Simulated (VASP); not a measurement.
# C35N (a cell with a defect) (Graphite 2H) in VASP: notebook

C35N (a cell with a defect) (Graphite 2H) is run at these levels: PBE; tasks: electric field gradients.

All numbers are computed with VASP 6.6.1; they aren't measurements. Logs are shortened: lines on timing, memory, paths and dates and some standing lists are left out, and cuts for length are marked.

## (1) The cell of the first run

The cell holds a defect, 36 atoms: a = 7.410 Å, b = 7.410 Å, c = 6.790 Å, α = 90.00°, β = 90.00°, γ = 120.00°.

## (2) Electric field gradients, PBE, collinear spin, ferromagnetic start

Input file INCAR:

```
  PREC = Accurate
  ENCUT = 520
  EDIFF = 1E-8
  ISMEAR = -1
  SIGMA = 0.01
  LREAL = Auto
  LASPH = True
  NELM = 150
  ALGO = Normal
  ISIF = 2
  LWAVE = False
  LCHARG = False
  ISPIN = 2
  MAGMOM = 1 0 0 0 0 0 0 0 0 0 0 0 0 0 0 0 0 0 0 0 0 0 0 0 0 0 0 0 0 0 0 0 0 0 0 0
  LORBIT = 11
  GGA = PE
  LEFG = True
  NBANDS = 100
```

Input file KPOINTS:

```
regular mesh
0
Gamma
  3 3 3
```

Input file POSCAR:

```
C35N
1.0
    7.4100000000      0.0000000000      0.0000000000
   -3.7050000000      6.4172482419      0.0000000000
    0.0000000000      0.0000000000      6.7900000000
N C
1 35
Direct
    0.0000000000      0.0000000000      0.0000000000
    0.0000000000      0.3333333333      0.0000000000
    0.0000000000      0.6666666667      0.0000000000
    0.3333333333      0.0000000000      0.0000000000
    0.3333333333      0.3333333333      0.0000000000
    0.3333333333      0.6666666667      0.0000000000
    0.6666666667      0.0000000000      0.0000000000
    0.6666666667      0.3333333333      0.0000000000
    0.6666666667      0.6666666667      0.0000000000
    0.0000000000      0.0000000000      0.5000000000
    0.0000000000      0.3333333333      0.5000000000
    0.0000000000      0.6666666667      0.5000000000
    0.3333333333      0.0000000000      0.5000000000
    0.3333333333      0.3333333333      0.5000000000
    0.3333333333      0.6666666667      0.5000000000
    0.6666666667      0.0000000000      0.5000000000
    0.6666666667      0.3333333333      0.5000000000
    0.6666666667      0.6666666667      0.5000000000
    0.1111111111      0.2222222222      0.0050000000
    0.1111111111      0.5555555556      0.0050000000
    0.1111111111      0.8888888889      0.0050000000
    0.4444444444      0.2222222222      0.0050000000
    0.4444444444      0.5555555556      0.0050000000
    0.4444444444      0.8888888889      0.0050000000
    0.7777777778      0.2222222222      0.0050000000
    0.7777777778      0.5555555556      0.0050000000
    0.7777777778      0.8888888889      0.0050000000
    0.2222222222      0.1111111111      0.5050000000
    0.2222222222      0.4444444444      0.5050000000
    0.2222222222      0.7777777778      0.5050000000
    0.5555555556      0.1111111111      0.5050000000
    0.5555555556      0.4444444444      0.5050000000
    0.5555555556      0.7777777778      0.5050000000
    0.8888888889      0.1111111111      0.5050000000
    0.8888888889      0.4444444444      0.5050000000
    0.8888888889      0.7777777778      0.5050000000
```

Potentials or basis: VASP PAW PBE potentials, release 64 (N, C).

Launch:

```console
cat potpaw_PBE.64/N/POTCAR potpaw_PBE.64/C/POTCAR > POTCAR
mpirun -np 1 vasp_std > vasp.out
```

OUTCAR:

```text
PREC = Accurate
   ENCUT = 520
   EDIFF = 1E-8
   ISMEAR = -1
   LREAL = Auto
   LASPH = True
   NELM = 150
   ISIF = 2
   ISPIN = 2
   LORBIT = 11
   GGA = PE

 ion  position               nearest neighbor table
   1  0.000  0.000  0.000-  19 1.43  21 1.43  27 1.43
   2  0.000  0.333  0.000-  19 1.43  25 1.43  20 1.43
   3  0.000  0.667  0.000-  21 1.43  20 1.43  26 1.43
   4  0.333  0.000  0.000-  22 1.43  21 1.43  24 1.43
   5  0.333  0.333  0.000-  19 1.43  22 1.43  23 1.43
   6  0.333  0.667  0.000-  24 1.43  20 1.43  23 1.43
[... 28 lines left out ...]
  35  0.889  0.444  0.505-  17 1.43  11 1.43  12 1.43
  36  0.889  0.778  0.505-  10 1.43  12 1.43  18 1.43

  LATTYP: Found a hexagonal cell.
 ALAT       =     7.4100000000
 C/A-ratio  =     0.9163292848

  Lattice vectors:

 A1 = (   7.4100000000,   0.0000000000,   0.0000000000)
 A2 = (  -3.7050000000,   6.4172482419,   0.0000000000)
 A3 = (   0.0000000000,   0.0000000000,   6.7900000000)

Analysis of symmetry for initial positions (statically):
=====================================================================
 Subroutine PRICEL returns:
 Original cell was already a primitive cell.

 Routine SETGRP: Setting up the symmetry group for a
 hexagonal supercell.

 Subroutine GETGRP returns: Found  6 space group operations
 (whereof  6 operations were pure point group operations)
 out of a pool of 24 trial point group operations.

The static configuration has the point symmetry C_3v.

Analysis of symmetry for dynamics (positions and initial velocities):
=====================================================================
 Subroutine PRICEL returns:
 Original cell was already a primitive cell.

 Routine SETGRP: Setting up the symmetry group for a
 hexagonal supercell.

 Subroutine GETGRP returns: Found  6 space group operations
 (whereof  6 operations were pure point group operations)
 out of a pool of 24 trial point group operations.

The dynamic configuration has the point symmetry C_3v.

Analysis of structural, dynamic, and magnetic symmetry:
=====================================================================
 Subroutine PRICEL returns:
 Original cell was already a primitive cell.

 Routine SETGRP: Setting up the symmetry group for a
 hexagonal supercell.

 Subroutine GETGRP returns: Found  6 space group operations
 (whereof  6 operations were pure point group operations)
 out of a pool of 24 trial point group operations.

The overall configuration has the point symmetry C_3v.

 Subroutine INISYM returns: Found  6 space group operations
 (whereof  6 operations are pure point group operations),
 and found     1 'primitive' translations

----------------------------------------------------------------------------------------

                                     Primitive cell

  volume of cell :     322.8768

  direct lattice vectors                    reciprocal lattice vectors
     7.410000000  0.000000000  0.000000000     0.134952767  0.077915016  0.000000000
    -3.705000000  6.417248242  0.000000000     0.000000000  0.155830032  0.000000000
     0.000000000  0.000000000  6.790000000     0.000000000  0.000000000  0.147275405

  length of vectors
     7.410000000  7.410000000  6.790000000     0.155830032  0.155830032  0.147275405

  position of ions in fractional coordinates (direct lattice)
     0.000000000  0.000000000  0.000000000
     0.000000000  0.333333333  0.000000000
     0.000000000  0.666666667  0.000000000
     0.333333333  0.000000000  0.000000000
     0.333333333  0.333333333  0.000000000
     0.333333333  0.666666667  0.000000000
[... 28 lines left out ...]
     0.888888889  0.444444444  0.505000000
[... 127 lines left out ...]
  volume of cell :      322.88
 maximum number of plane-waves:      8719
 NGX is ok and might be reduce to    56
   NGX = 27   NGY = 27   NGZ = 25

 number of electron     145.0000001 magnetization       0.2179359

 Free energy of the ion-electron system (eV)
  ---------------------------------------------------
  ext. energy  EPLUGINS =         0.00000000
  ---------------------------------------------------
  free energy    TOTEN  =      -329.63411350 eV

  energy without entropy =     -329.63297336  energy(sigma->0) =     -329.63354343

 E-fermi :   5.1514     XC(G=0): -10.2348

 val. band max:        5.1508727579   @ k =   0.0000   0.0000   0.0000
 cond. band min:       5.1966201172   @ k =   0.3333   0.3333   0.3333
 fundamental gap:      0.0457473593
 Fermi energy:         5.1514240992

 spin component 1

 k-point     1 :       0.0000    0.0000    0.0000
  band No.  band energies     occupation
      1     -17.1479      1.00000
      2     -14.6065      1.00000
      3     -14.3896      1.00000
      4     -13.0699      1.00000
      5     -13.0699      1.00000
      6     -12.7423      1.00000
[... 598 lines left out ...]
     83       8.8774      0.00000
     84       8.8861      0.00000
 Fermi energy:         5.1514240992

 spin component 2

 k-point     1 :       0.0000    0.0000    0.0000
  band No.  band energies     occupation
      1     -17.1171      1.00000
      2     -14.5961      1.00000
      3     -14.3836      1.00000
      4     -13.0549      1.00000
      5     -13.0549      1.00000
      6     -12.7326      1.00000
[... 598 lines left out ...]
     83       8.8821      0.00000
     84       8.8899      0.00000
 [bands above 84 left out]

------------------------ aborting loop because EDIFF is reached ----------------------------------------

  FORCE on cell =-STRESS in cart. coord.  units (eV):
  Direction    XX          YY          ZZ          XY          YZ          ZX
  --------------------------------------------------------------------------------------
  -------------------------------------------------------------------------------------
  Total       -7.1843427     -7.1843427      5.3539463      0.0000000      0.0000000      0.0000000
  in kB      -35.6501040    -35.6501040     26.5673215      0.0000000      0.0000000      0.0000000
  external PRESSURE =     -14.9109622 kB  Pullay stress =       0.0000000 kB

 VOLUME and BASIS-vectors are now :
 -----------------------------------------------------------------------------
  energy-cutoff  :      520.00
  volume of cell :      322.88
      direct lattice vectors                 reciprocal lattice vectors
     7.410000000  0.000000000  0.000000000     0.134952767  0.077915016  0.000000000
    -3.705000000  6.417248242  0.000000000     0.000000000  0.155830032  0.000000000
     0.000000000  0.000000000  6.790000000     0.000000000  0.000000000  0.147275405

 POSITION                                       TOTAL-FORCE (eV/Angst)
 -----------------------------------------------------------------------------------
      0.00000      0.00000      0.00000         0.000000      0.000000      0.453238
     -1.23500      2.13908      0.00000         0.024312     -0.473957      0.535868
     -2.47000      4.27817      0.00000        -0.398303      0.258033      0.535868
      2.47000      0.00000      0.00000        -0.422615      0.215924      0.535868
      1.23500      2.13908      0.00000        -0.024312     -0.473957      0.535868
     -0.00000      4.27817      0.00000         0.000000      0.000000      0.561014
[... 28 lines left out ...]
      4.94000      2.85211      3.42895        -0.012619     -0.007286     -0.554534
      3.70500      4.99119      3.42895         0.000000     -0.008473     -0.559958
 -----------------------------------------------------------------------------------
    total drift:                               -0.000001      0.000001      0.032903

  FREE ENERGIE OF THE ION-ELECTRON SYSTEM (eV)
  ---------------------------------------------------
  free  energy   TOTEN  =      -329.6341135012 eV

  energy  without entropy=     -329.6329733553  energy(sigma->0) =     -329.63354343

 Electric field gradients (V/A^2)
---------------------------------------------------------------------
 ion       V_xx      V_yy      V_zz      V_xy      V_xz      V_yz
---------------------------------------------------------------------
   1      25.132    25.130   -50.261    -0.002     0.000    -0.000
   2     -11.501   -14.206    25.706    -3.119     0.209    -0.164
   3     -16.230    -9.476    25.706    -0.389    -0.038     0.263
   4     -10.828   -14.878    25.706     2.730    -0.247    -0.099
   5     -11.501   -14.205    25.706     3.118    -0.209    -0.164
   6     -15.593   -15.593    31.186    -0.000     0.000    -0.000
[... 28 lines left out ...]
  35     -13.821   -13.736    27.557    -0.074    -0.003    -0.002
  36     -13.782   -13.675    27.456    -0.000    -0.000    -0.022
---------------------------------------------------------------------

 Electric field gradients after diagonalization (V/A^2)
 (convention: |V_zz| > |V_xx| > |V_yy|)
----------------------------------------------------------------------
 ion       V_xx      V_yy      V_zz     asymmetry (V_yy - V_xx)/ V_zz
----------------------------------------------------------------------
   1      25.132    25.129   -50.261       0.000
   2     -16.253    -9.455    25.708       0.264
   3     -16.252    -9.456    25.708       0.264
   4     -16.252    -9.456    25.708       0.264
   5     -16.252    -9.456    25.708       0.264
   6     -15.593   -15.593    31.186       0.000
[... 28 lines left out ...]
  35     -13.864   -13.692    27.557       0.006
  36     -13.782   -13.675    27.456       0.004
----------------------------------------------------------------------

           NMR quadrupolar parameters

 Cq : quadrupolar parameter    Cq=e*Q*V_zz/h
 eta: asymmetry parameters     (V_yy - V_xx)/ V_zz
 Q  : nuclear electric quadrupole moment in mb (millibarn)
----------------------------------------------------------------------
 ion       Cq(MHz)       eta       Q (mb)
----------------------------------------------------------------------
   1      -0.122       0.000       1.000
   2       0.062       0.264       1.000
   3       0.062       0.264       1.000
   4       0.062       0.264       1.000
   5       0.062       0.264       1.000
   6       0.075       0.000       1.000
[... 28 lines left out ...]
  35       0.067       0.006       1.000
  36       0.066       0.004       1.000
----------------------------------------------------------------------

 total charge

# of ion       s       p       d       tot
------------------------------------------
    1        1.198   2.689   0.000   3.887
    2        0.858   1.783   0.000   2.641
    3        0.858   1.783   0.000   2.641
    4        0.858   1.783   0.000   2.641
    5        0.858   1.783   0.000   2.641
    6        0.862   1.776   0.000   2.637
[... 28 lines left out ...]
   35        0.860   1.787   0.000   2.647
   36        0.860   1.788   0.000   2.648
--------------------------------------------------
tot         31.259  64.953   0.000  96.212

 magnetization (x)

# of ion       s       p       d       tot
------------------------------------------
    1        0.001   0.028   0.000   0.029
    2       -0.000  -0.001   0.000  -0.001
    3       -0.000  -0.001   0.000  -0.001
    4       -0.000  -0.001   0.000  -0.001
    5       -0.000  -0.001   0.000  -0.001
    6       -0.000  -0.001   0.000  -0.002
[... 28 lines left out ...]
   35       -0.000  -0.001   0.000  -0.001
   36       -0.000  -0.001   0.000  -0.001
--------------------------------------------------
tot          0.003   0.113   0.000   0.116
```

It took 9.8 min on 1 thread of Intel Xeon Platinum 8375C at 2.90GHz (Ice Lake), shared host; peak memory 0.67 GiB.

Results:

```yaml
Free_energy: -329.6341 eV
Pressure: -1.5 GPa
Largest_force: 0.716 eV/Å
Net_moment: 0.22 μB per cell
Site_moments: N +0.03; C -0.00, -0.01, +0.00, +0.01, +0.02 μB
Valence_electrons_inside_the_program's_atomic_spheres: N 3.89; C 2.64, 2.65, 2.58
```

Forces on the atoms (eV/Å):
```
N    0.000  0.000  0.453
C    0.024 -0.474  0.536
C   -0.398  0.258  0.536
C   -0.423  0.216  0.536
C   -0.024 -0.474  0.536
C    0.000  0.000  0.561
C    0.423  0.216  0.536
C    0.000  0.000  0.554
C    0.398  0.258  0.536
C    0.000  0.000  0.552
C    0.002  0.018  0.560
C    0.016 -0.007  0.560
C    0.014 -0.011  0.560
C   -0.002  0.018  0.560
C    0.000  0.000  0.560
C   -0.014 -0.011  0.560
C    0.000  0.000  0.560
C   -0.016 -0.007  0.560
C    0.000 -0.271 -0.511
C    0.324  0.187 -0.541
C   -0.235  0.136 -0.511
C    0.111  0.064 -0.547
C   -0.324  0.187 -0.541
C    0.000 -0.374 -0.541
C   -0.111  0.064 -0.547
C    0.000 -0.129 -0.547
C    0.235  0.136 -0.511
C    0.007  0.004 -0.560
C    0.000  0.015 -0.559
C    0.013 -0.008 -0.559
C    0.000  0.015 -0.555
C    0.013 -0.007 -0.555
C   -0.013 -0.008 -0.559
C   -0.007  0.004 -0.560
C   -0.013 -0.007 -0.555
C    0.000 -0.008 -0.560
```

Electric field gradients, principal values (V/Å²):
| atom | least | middle | greatest (by size) |
| --- | --- | --- | --- |
| 1 N | 25.129 | 25.132 | -50.261 |
| 2 C | -9.455 | -16.253 | 25.708 |
| 3 C | -9.456 | -16.252 | 25.708 |
| 4 C | -9.456 | -16.252 | 25.708 |
| 5 C | -9.456 | -16.252 | 25.708 |
| 6 C | -15.593 | -15.593 | 31.186 |
| 7 C | -9.455 | -16.253 | 25.708 |
| 8 C | -14.283 | -14.283 | 28.566 |
| 9 C | -9.456 | -16.252 | 25.708 |
| 10 C | -14.374 | -14.378 | 28.752 |
| 11 C | -14.839 | -14.999 | 29.838 |
| 12 C | -14.838 | -14.999 | 29.838 |
| 13 C | -14.838 | -14.999 | 29.838 |
| 14 C | -14.839 | -14.998 | 29.837 |
| 15 C | -14.667 | -14.667 | 29.334 |
| 16 C | -14.839 | -14.999 | 29.838 |
| 17 C | -14.691 | -14.691 | 29.383 |
| 18 C | -14.839 | -14.998 | 29.837 |
| 19 C | 11.691 | 18.267 | -29.958 |
| 20 C | -11.364 | -14.258 | 25.622 |
| 21 C | 11.691 | 18.267 | -29.958 |
| 22 C | -13.447 | -14.633 | 28.081 |
| 23 C | -11.365 | -14.258 | 25.622 |
| 24 C | -11.364 | -14.258 | 25.622 |
| 25 C | -13.449 | -14.632 | 28.081 |
| 26 C | -13.447 | -14.633 | 28.081 |
| 27 C | 11.691 | 18.267 | -29.958 |
| 28 C | -13.675 | -13.782 | 27.456 |
| 29 C | -13.726 | -13.869 | 27.595 |
| 30 C | -13.728 | -13.867 | 27.595 |
| 31 C | -13.692 | -13.864 | 27.557 |
| 32 C | -13.693 | -13.864 | 27.557 |
| 33 C | -13.726 | -13.869 | 27.595 |
| 34 C | -13.674 | -13.781 | 27.456 |
| 35 C | -13.692 | -13.864 | 27.557 |
| 36 C | -13.675 | -13.782 | 27.456 |

Caveat: without QUAD_EFG the Cq values of the log hold for a quadrupole moment of 1 mb, not for the nuclei.

(Part 1 of 2 ends here.)
